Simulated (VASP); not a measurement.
HoAuCl4:

```
Ho Au Cl
1.0
     0.00000    4.31044    4.31044
     4.31044    0.00000    4.31044
     4.31044    4.31044    0.00000
Ho Au Cl
1 1 4
Direct
  0.75000 0.75000 0.75000
  0.00000 0.00000 0.00000
  0.87497 0.37501 0.37501
  0.37501 0.37501 0.37501
  0.37501 0.87497 0.37501
  0.37501 0.37501 0.87497
```

The cell was built from a structure type or drawn by symmetry, and may not be a known phase.

```yaml
Program: VASP 6.6.1
Task: relaxation of cell and atoms
Functional: PBE
Potentials_or_basis: VASP PAW PBE potentials, release 64 (Ho_3, Au, Cl), 4f in core
Cutoff: 500 eV
k_mesh: 4 × 4 × 4
Occupations: gaussian, width 0.1 eV
Spin: no spin polarisation
```

At the start: pressure -5.7 GPa; volume 26.70 Å³/atom.

Question: Where does the relaxation end?

Answer: Over 3 steps the energy falls by 100.8 meV/atom and the volume is 22.10 Å³/atom (-17.2 %); space group F-43m (No. 216, to 0.1 Å) before and after.

The path:
| step | energy change (eV) | largest force (eV/Å) | pressure (GPa) | volume (Å³) |
| --- | --- | --- | --- | --- |
| 1 | 0.0000 | 0.0282 | -5.74 | 160.17 |
| 2 | -0.5560 | 0.0062 | -2.13 | 139.02 |
| 3 | -0.6047 | 0.0004 | -0.21 | 132.58 |

Final structure:
```yaml
crystal:
  lattice:
    - [0.00000, 4.04716, 4.04716]
    - [4.04716, 0.00000, 4.04716]
    - [4.04716, 4.04716, 0.00000]
  atoms:
    - { symbol: Ho, position: [0.75000, 0.75000, 0.75000] }
    - { symbol: Au, position: [0.00000, 0.00000, 0.00000] }
    - { symbol: Cl, position: [0.87461, 0.37513, 0.37513] }
    - { symbol: Cl, position: [0.37513, 0.37513, 0.37513] }
    - { symbol: Cl, position: [0.37513, 0.87461, 0.37513] }
    - { symbol: Cl, position: [0.37513, 0.37513, 0.87461] }
```

Caveat: the volume moved by over 15 % at a fixed basis, so the end points are rough; the run has no spin polarisation, though such a crystal can be magnetic.
